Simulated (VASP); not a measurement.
# LaBiS2O: single point with LDA

The system is LaBiS2O.

```
La Bi S O
1.0
     4.05550    0.00000    0.00000
     0.00000    4.05550    0.00000
     0.00000    0.00000   14.17327
La Bi S O
2 2 4 2
Direct
  0.50000 0.00000 0.58774
  0.00000 0.50000 0.41226
  0.00000 0.50000 0.86778
  0.50000 0.00000 0.13222
  0.50000 0.00000 0.89002
  0.00000 0.50000 0.10998
  0.00000 0.50000 0.69020
  0.50000 0.00000 0.30980
  0.00000 0.00000 0.50000
  0.50000 0.50000 0.50000
```

| Item | Value |
| --- | --- |
| Program | VASP 6.6.1 |
| Task | single point |
| Functional | LDA |
| Potentials or basis | VASP PAW LDA potentials, release 64 (La, Bi_d, S, O) |
| Cutoff | 600 eV |
| k mesh | 6 × 6 × 2 |
| Occupations | fermi-dirac, width 0.02 eV |
| Spin | no spin polarisation |
| Dipole correction | no |
| Further INCAR settings | ALGO = Normal; EDIFF = 1e-06; NBANDS = 55 |

The pressure is -4.9 GPa and the largest force is 0.339 eV/Å. The band gap on the k mesh is 0.82 eV.

Forces in eV/Å, atoms in the order of the input:
```
La   0.000  0.000 -0.339
La   0.000  0.000  0.339
Bi   0.000  0.000 -0.167
Bi   0.000  0.000  0.167
S    0.000  0.000  0.067
S    0.000  0.000 -0.067
S    0.000  0.000  0.040
S    0.000  0.000 -0.040
O    0.000  0.000  0.000
O    0.000  0.000  0.000
```

Stress tensor (GPa, compression positive):
```
-5.10  0.00  0.00
 0.00 -5.10  0.00
 0.00  0.00 -4.48
```

Levels at points of the mesh, in eV from the valence-band top:
```tsv
k point	band 41	band 42	band 43	band 44	band 45	band 46	band 47	band 48
(0.00, 0.00, 0.00)	-0.38	-0.38	-0.02	-0.02	3.33	3.63	3.66	3.80
(0.50, 0.00, 0.00)	-0.68	-0.68	0.00	0.00	0.82	0.82	1.44	1.44
(0.50, 0.50, 0.00)	-1.18	-1.18	-0.78	-0.78	3.60	3.60	4.13	4.13
(0.00, 0.00, 0.50)	-0.36	-0.35	-0.03	-0.03	3.34	3.46	3.51	3.78
(0.50, 0.00, 0.50)	-0.70	-0.70	-0.01	-0.01	0.82	0.82	1.44	1.44
(0.50, 0.50, 0.50)	-1.18	-1.18	-0.87	-0.87	3.56	3.56	4.17	4.17
```

Wall time 9.2 min on 1 thread of AMD EPYC 7R13, with other jobs on the host, peak memory 0.47 GiB.

Caveat: the cell stands under tension; spin-orbit coupling is left out, which moves the levels of the heavy elements. A k mesh can miss the band edges.
